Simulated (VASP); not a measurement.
# P (C2/m) in VASP: further runs

P is run at these levels: PBEsol; tasks: single point.

All numbers are computed with VASP 6.6.1; they aren't measurements. Logs are shortened: lines on timing, memory, paths and dates and some standing lists are left out, and cuts for length are marked.

## (1) The cell of the first run

It takes space group C2/m (No. 12, monoclinic). The conventional cell has a = 8.807 Å, b = 7.773 Å, c = 5.294 Å, α = 90.00°, β = 90.48°, γ = 90.00°. Within 2.8 Å of P (site symmetry m) lie 3 P at 2.15 to 2.19 Å. Within 2.9 Å of P (site symmetry m) lie 3 P at 2.19 Å. P (site symmetry 1) has 3 P at 2.15 to 2.19 Å within 2.8 Å.

## (2) Single point, PBEsol (strain -0.025 along x and y, +0.000 along z)

Input file INCAR:

```
SYSTEM = P
  PREC = Accurate
  ENCUT = 520
  EDIFF = 1E-6
  ISMEAR = 0
  SIGMA = 0.05
  LREAL = .False.
  LASPH = .True.
  NELM = 100
  ALGO = Normal
  ISIF = 2
  LWAVE = .False.
  LCHARG = .False.
  GGA = PS
  NBANDS = 30
```

Input file KPOINTS:

```
regular mesh
0
Gamma
  6 6 6
  0 0 0
```

Input file POSCAR:

```
P
1.0
    4.4035863329     -3.8862550863     -0.0096600381
    4.4035863329      3.8862550863     -0.0096600381
   -0.0325873965      0.0000000000      5.2942619569
P
8
Direct
    0.8512742797      0.8512742797      0.2375644293
    0.1487257203      0.1487257203      0.7624355707
    0.7191783959      0.7191783959      0.5855434286
    0.2808216041      0.2808216041      0.4144565714
    0.5015958456      0.7783891987      0.2493767515
    0.2216108013      0.4984041544      0.7506232485
    0.4984041544      0.2216108013      0.7506232485
    0.7783891987      0.5015958456      0.2493767515
```

Potentials or basis: VASP PAW PBE potentials, release 64 (P).

The run is started by

```sh
$ cat potpaw_PBE.64/P/POTCAR > POTCAR
$ mpirun -np 1 vasp_std > vasp.out
```

OUTCAR:

```text
SYSTEM = P
   PREC = Accurate
   ENCUT = 520
   EDIFF = 1E-6
   ISMEAR = 0
   LREAL = .False.
   LASPH = .True.
   NELM = 100
   ISIF = 2
   GGA = PS

 ion  position               nearest neighbor table
   1  0.851  0.851  0.238-   5 2.15   8 2.15   3 2.19
   2  0.149  0.149  0.762-   6 2.15   7 2.15   4 2.19
   3  0.719  0.719  0.586-   1 2.19   5 2.19   8 2.19
   4  0.281  0.281  0.414-   2 2.19   6 2.19   7 2.19
   5  0.502  0.778  0.249-   1 2.15   8 2.15   3 2.19
   6  0.222  0.498  0.751-   2 2.15   7 2.15   4 2.19
   7  0.498  0.222  0.751-   2 2.15   6 2.15   4 2.19
   8  0.778  0.502  0.249-   1 2.15   5 2.15   3 2.19

  LATTYP: Found a base centered monoclinic cell.
 ALAT       =     8.8071938568
 B/A-ratio  =     0.8825183480
 C/A-ratio  =     0.6011406509
 COS(beta)  =    -0.0083487263

  Lattice vectors:

 A1 = (   4.4035863329,  -3.8862550863,  -0.0096600381)
 A2 = (   4.4035863329,   3.8862550863,  -0.0096600381)
 A3 = (  -0.0325873965,   0.0000000000,   5.2942619569)

Analysis of symmetry for initial positions (statically):
=====================================================================
 Subroutine PRICEL returns:
 Original cell was already a primitive cell.

 Routine SETGRP: Setting up the symmetry group for a
 base centered monoclinic supercell.

 Subroutine GETGRP returns: Found  4 space group operations
 (whereof  4 operations were pure point group operations)
 out of a pool of  4 trial point group operations.

The static configuration has the point symmetry C_2h.

Analysis of symmetry for dynamics (positions and initial velocities):
=====================================================================
 Subroutine PRICEL returns:
 Original cell was already a primitive cell.

 Routine SETGRP: Setting up the symmetry group for a
 base centered monoclinic supercell.

 Subroutine GETGRP returns: Found  4 space group operations
 (whereof  4 operations were pure point group operations)
 out of a pool of  4 trial point group operations.

The dynamic configuration has the point symmetry C_2h.

 Subroutine INISYM returns: Found  4 space group operations
 (whereof  4 operations are pure point group operations),
 and found     1 'primitive' translations

----------------------------------------------------------------------------------------

                                     Primitive cell

  volume of cell :     181.2038

  direct lattice vectors                    reciprocal lattice vectors
     4.403586333 -3.886255086 -0.009660038     0.113545350 -0.128658564  0.000698898
     4.403586333  3.886255086 -0.009660038     0.113545350  0.128658564  0.000698898
    -0.032587396  0.000000000  5.294261957     0.000414355  0.000000000  0.188886291

  length of vectors
     5.873214154  5.873214154  5.294362247     0.171598546  0.171598546  0.188886745

  position of ions in fractional coordinates (direct lattice)
     0.851274280  0.851274280  0.237564429
     0.148725720  0.148725720  0.762435571
     0.719178396  0.719178396  0.585543429
     0.280821604  0.280821604  0.414456571
     0.501595846  0.778389199  0.249376752
     0.221610801  0.498404154  0.750623248
     0.498404154  0.221610801  0.750623248
     0.778389199  0.501595846  0.249376752

  ion indices of the primitive-cell ions
   primitive index   ion index
                 1           1
                 2           2
                 3           3
                 4           4
                 5           5
                 6           6
                 7           7
                 8           8

----------------------------------------------------------------------------------------

 KPOINTS: regular mesh

Automatic generation of k-mesh.
 Grid dimensions read from file:
 generate k-points for:    6    6    6

 Generating k-lattice:

  Cartesian coordinates                     Fractional coordinates (reciprocal lattice)
     0.018924225 -0.021443094  0.000116483     0.166666667 -0.000000000 -0.000000000
     0.018924225  0.021443094  0.000116483    -0.000000000  0.166666667 -0.000000000
     0.000069059  0.000000000  0.031481048     0.000000000  0.000000000  0.166666667

  Length of vectors
     0.028599758  0.028599758  0.031481124

  Shift w.r.t. Gamma in fractional coordinates (k-lattice)
     0.000000000  0.000000000  0.000000000

 Subroutine IBZKPT returns following result:
 ===========================================

 Found     68 irreducible k-points:

 Following reciprocal coordinates:
            Coordinates               Weight
  0.000000  0.000000  0.000000      1.000000
  0.166667 -0.000000  0.000000      4.000000
  0.333333  0.000000  0.000000      4.000000
  0.500000 -0.000000  0.000000      2.000000
  0.166667  0.166667  0.000000      2.000000
  0.333333  0.166667  0.000000      4.000000
[... 16 lines left out ...]
 -0.333333  0.166667  0.166667      4.000000
 -0.166667  0.166667  0.166667      4.000000
 [... further k-points ...]
   k-points           NKPTS =     68   k-points in BZ     NKDIM =     68   number of bands    NBANDS=     30
   number of dos      NEDOS =    301   number of ions     NIONS =      8
   total plane-waves  NPLWV =  92160
   dimension x,y,z NGX =    48 NGY =   48 NGZ =   40
   dimension x,y,z NGXF=    96 NGYF=   96 NGZF=   80
   ions per type =               8
   NGX,Y,Z   is equivalent  to a cutoff of  13.59, 13.59, 12.56 a.u.
   NGXF,Y,Z  is equivalent  to a cutoff of  27.17, 27.17, 25.12 a.u.
 SYSTEM =  P
   PREC   = accura    normal or accurate (medium, high low for compatibility)
   ISTART =      0    job   : 0-new  1-cont  2-samecut
   ICHARG =      2    charge: 1-file 2-atom 10-const
   ISPIN  =      1    spin polarized calculation?
   LNONCOLLINEAR =      F non collinear calculations
   LSORBIT =      F    spin-orbit coupling
   LASPH  =      T    aspherical Exc in radial PAW
   ENCUT  =  520.0 eV  38.22 Ry    6.18 a.u.  10.92 10.92  9.84*2*pi/ulx,y,z
   NELM   =    100;   NELMIN=  2; NELMDL= -5     # of ELM steps
   EDIFF  = 0.1E-05   stopping-criterion for ELM
   LREAL  =      F    real-space projection
   EDIFFG = 0.1E-04   stopping-criterion for IOM
   NSW    =      0    number of steps for IOM
   IBRION =     -1    ionic relax: 0-MD 1-quasi-New 2-CG
   NFREE  =      0    steps in history (QN), initial steepest desc. (CG)
   ISIF   =      2    stress and relaxation
   ISYM   =      2    0-nonsym 1-usesym 2-fastsym
   POTIM  = 0.5000    time-step for ionic-motion
   TEBEG  =    0.0;   TEEND  =   0.0 temperature during run
   PSTRESS=    0.0 pullay stress
   NELECT =      40.0000    total number of electrons
   NUPDOWN=      -1.0000    fix difference up-down
   EMIN   =  10.00;   EMAX   =-10.00  energy-range for DOS
   EFERMI =   0.00;   METHOD = LEGACY
   ISMEAR =     0;   SIGMA  =   0.05  broadening in eV -4-tet -1-fermi 0-gaus
   EFERMI_NEDOS =   21; number of points for ismear=-14 and -15
   IALGO  =     38    algorithm
   IMIX   =      4    mixing-type and parameters
     AMIX     =   0.40;   BMIX     =  1.00
     AMIX_MAG =   1.60;   BMIX_MAG =  1.00
  volume/ion in A,a.u.               =      22.65       152.85
  Fermi-wavevector in a.u.,A,eV,Ry     =   0.989401  1.869697 13.318940  0.978914
  Thomas-Fermi vector in A             =   2.120997
   LORBIT       =      0    0 simple, 1 ext, 2 COOP (PROOUT), +10 PAW based schemes
   GGA     = PS    functional components
   LHFCALC =     F    Hartree Fock is set to
   AEXX    =    0.0000 exact exchange contribution
   IVDW    =     0    specifies the selected vdW correction
   LEPSILON=     F    determine dielectric tensor
   LRPA    =     F    only Hartree local field effects (RPA)
 non-spin polarized calculation
 Gauss-broadening in eV      SIGMA  =   0.05
  energy-cutoff  :      520.00
  volume of cell :      181.20
 maximum number of plane-waves:      4920
 NGX is ok and might be reduce to    48
   NGX = 21   NGY = 21   NGZ = 19

 number of electron      40.0000001 magnetization

 Free energy of the ion-electron system (eV)
  ---------------------------------------------------
  ext. energy  EPLUGINS =         0.00000000
  ---------------------------------------------------
  free energy    TOTEN  =       -44.36800707 eV

  energy without entropy =      -44.36800707  energy(sigma->0) =      -44.36800707

 E-fermi :   3.2967     XC(G=0):  -9.1006

 val. band max:        3.0299027471   @ k =  -0.1667   0.1667   0.5000
 cond. band min:       5.0469270344   @ k =   0.0000   0.0000   0.0000
 fundamental gap:      2.0170242873
 Fermi energy:         3.2966533736

 k-point     1 :       0.0000    0.0000    0.0000
  band No.  band energies     occupation
      1     -12.0669      2.00000
      2     -11.5924      2.00000
      3      -5.2426      2.00000
      4      -5.0384      2.00000
      5      -4.8698      2.00000
      6      -4.6573      2.00000
[... 22 lines left out ...]
     29       9.4268      0.00000
     30       9.4515      0.00000

 k-point     2 :       0.1667   -0.0000    0.0000
  band No.  band energies     occupation
      1     -12.0374      2.00000
      2     -11.6195      2.00000
      3      -5.2859      2.00000
      4      -5.0418      2.00000
      5      -4.8036      2.00000
      6      -4.7381      2.00000
[... 22 lines left out ...]
     29       9.0650      0.00000
     30       9.4840      0.00000

 k-point     3 :       0.3333    0.0000    0.0000
  band No.  band energies     occupation
      1     -11.9604      2.00000
      2     -11.6916      2.00000
      3      -5.3564      2.00000
      4      -5.0099      2.00000
      5      -4.9110      2.00000
      6      -4.6778      2.00000
[... 682 lines left out ...]
     29       8.4230      0.00000
     30       8.5845      0.00000

 k-point    24 :      -0.1667    0.1667    0.1667
  band No.  band energies     occupation
      1     -11.9704      2.00000
      2     -11.6593      2.00000
      3      -5.3714      2.00000
      4      -5.1871      2.00000
      5      -5.0401      2.00000
      6      -4.6925      2.00000
[... 22 lines left out ...]
     29       8.6992      0.00000
     30       8.9140      0.00000

 [... further k-points ...]

------------------------ aborting loop because EDIFF is reached ----------------------------------------

  FORCE on cell =-STRESS in cart. coord.  units (eV):
  Direction    XX          YY          ZZ          XY          YZ          ZX
  --------------------------------------------------------------------------------------
  -------------------------------------------------------------------------------------
  Total        4.9846493      5.0648176      1.1697346      0.0000000      0.0000000     -0.0758218
  in kB       44.0735277     44.7823642     10.3426193      0.0000000      0.0000000     -0.6704047
  external PRESSURE =      33.0661704 kB  Pullay stress =       0.0000000 kB

 VOLUME and BASIS-vectors are now :
 -----------------------------------------------------------------------------
  energy-cutoff  :      520.00
  volume of cell :      181.20
      direct lattice vectors                 reciprocal lattice vectors
     4.403586333 -3.886255086 -0.009660038     0.113545350 -0.128658564  0.000698898
     4.403586333  3.886255086 -0.009660038     0.113545350  0.128658564  0.000698898
    -0.032587396  0.000000000  5.294261957     0.000414355  0.000000000  0.188886291

 POSITION                                       TOTAL-FORCE (eV/Angst)
 -----------------------------------------------------------------------------------
      7.48958      0.00000      1.24128         1.146043      0.000000     -0.118322
      1.28501      0.00000      4.03366        -1.146043      0.000000      0.118322
      6.31485      0.00000      3.08613         0.035643      0.000000      0.232825
      2.45974      0.00000      2.18882        -0.035643      0.000000     -0.232825
      5.62840      1.07569      1.30790        -0.589719      0.988399     -0.100165
      3.14619      1.07569      3.96704         0.589719      0.988399      0.100165
      3.14619     -1.07569      3.96704         0.589719     -0.988399      0.100165
      5.62840     -1.07569      1.30790        -0.589719     -0.988399     -0.100165
 -----------------------------------------------------------------------------------
    total drift:                                0.000000     -0.000000      0.000000

  FREE ENERGIE OF THE ION-ELECTRON SYSTEM (eV)
  ---------------------------------------------------
  free  energy   TOTEN  =       -44.3680070735 eV

  energy  without entropy=      -44.3680070735  energy(sigma->0) =      -44.36800707
```

Wall time 2.8 min (1 thread of Intel Xeon Platinum 8559C (Emerald Rapids), shared host); peak memory 0.41 GiB.

What came out:

| Property | Result |
| --- | --- |
| Free energy | -44.3680 eV |
| Pressure | 3.3 GPa |
| Largest force | 1.155 eV/Å |
| Band gap on the k mesh | 2.02 eV (least direct gap 2.48 eV) |

Forces in eV/Å, atoms in the order of the input:
```
P    1.146  0.000 -0.118
P   -1.146  0.000  0.118
P    0.036  0.000  0.233
P   -0.036  0.000 -0.233
P   -0.590  0.988 -0.100
P    0.590  0.988  0.100
P    0.590 -0.988  0.100
P   -0.590 -0.988 -0.100
```

Stress tensor (GPa, compression positive):
```
 4.41  0.00 -0.07
 0.00  4.48  0.00
-0.07  0.00  1.03
```

Caveat: the cell differs from its parent crystal (strain -0.025 along x and y, +0.000 along z); the cell stands under pressure; this functional lacks dispersion, which holds the molecules together, so the pressure and a relaxed volume are unreliable; the PAW data sets were made with another functional, which shifts forces and pressure a little. A k mesh can miss the band edges.

## (3) Single point, PBEsol (strain -0.025 along x and y, +0.025 along z)

Input file INCAR:

```
SYSTEM = P
  ALGO = Normal
  EDIFF = 1E-6
  ENCUT = 520
  GGA = PS
  ISIF = 2
  ISMEAR = 0
  LASPH = .True.
  LCHARG = .True.
  LELF = .True.
  LREAL = .False.
  LVHAR = .True.
  LWAVE = .False.
  NBANDS = 30
  NELM = 100
  PREC = Accurate
  SIGMA = 0.05
```

Input file KPOINTS:

```
k-points
0
Gamma
  6 6 6
  0 0 0
```

POSCAR: that of step 2 with these lines changed.

```diff
@@ -2,5 +2,5 @@
 1.0
-    4.4035863329     -3.8862550863     -0.0096600381
-    4.4035863329      3.8862550863     -0.0096600381
-   -0.0325873965      0.0000000000      5.2942619569
+    4.4035863329     -3.8862550863     -0.0099015391
+    4.4035863329      3.8862550863     -0.0099015391
+   -0.0325873965      0.0000000000      5.4266185058
 P
```

Potentials or basis: VASP PAW PBE potentials, release 64 (P).

The run is started by

```sh
$ cat potpaw_PBE.64/P/POTCAR > POTCAR
$ mpirun -np 1 vasp_std > vasp.out
```

Wall time 3.6 min (1 thread of Intel Xeon Platinum 8559C (Emerald Rapids), shared host); peak memory 0.44 GiB.

It converged, with:

| Item | Value |
| --- | --- |
| Free energy | -44.3466 eV |
| Pressure | 1.7 GPa |
| Largest force | 1.040 eV/Å |
| Band gap on the k mesh | 1.99 eV (least direct gap 2.45 eV) |

Forces on the atoms (eV/Å):
```
P    1.006  0.000  0.220
P   -1.006  0.000 -0.220
P    0.015  0.000 -0.766
P   -0.015  0.000  0.766
P   -0.511  0.881  0.208
P    0.511  0.881 -0.208
P    0.511 -0.881 -0.208
P   -0.511 -0.881  0.208
```

Stress tensor (GPa, compression positive):
```
 3.67  0.00 -0.13
 0.00  3.84  0.00
-0.13  0.00 -2.51
```

Levels at points of the mesh, in eV from the valence-band top:
```tsv
k point	band 17	band 18	band 19	band 20	band 21	band 22	band 23	band 24
(0.00, 0.00, 0.00)	-0.95	-0.89	-0.86	-0.59	1.99	2.89	2.96	3.03
(0.50, 0.00, 0.00)	-0.94	-0.75	-0.65	-0.55	2.77	2.91	3.36	3.47
(0.50, 0.50, 0.00)	-1.01	-0.99	-0.42	-0.41	2.80	3.07	3.16	3.25
(0.00, 0.00, 0.50)	-1.26	-1.11	-0.59	-0.58	3.11	3.56	3.69	3.73
(0.50, 0.00, 0.50)	-0.83	-0.53	-0.25	0.00	2.57	2.93	3.63	3.77
(0.50, 0.50, 0.50)	-0.83	-0.82	-0.76	-0.75	2.81	2.98	3.06	3.34
```

Caveat: the cell differs from its parent crystal (strain -0.025 along x and y, +0.025 along z); this functional lacks dispersion, which holds the molecules together, so the pressure and a relaxed volume are unreliable; the PAW data sets were made with another functional, which shifts forces and pressure a little.
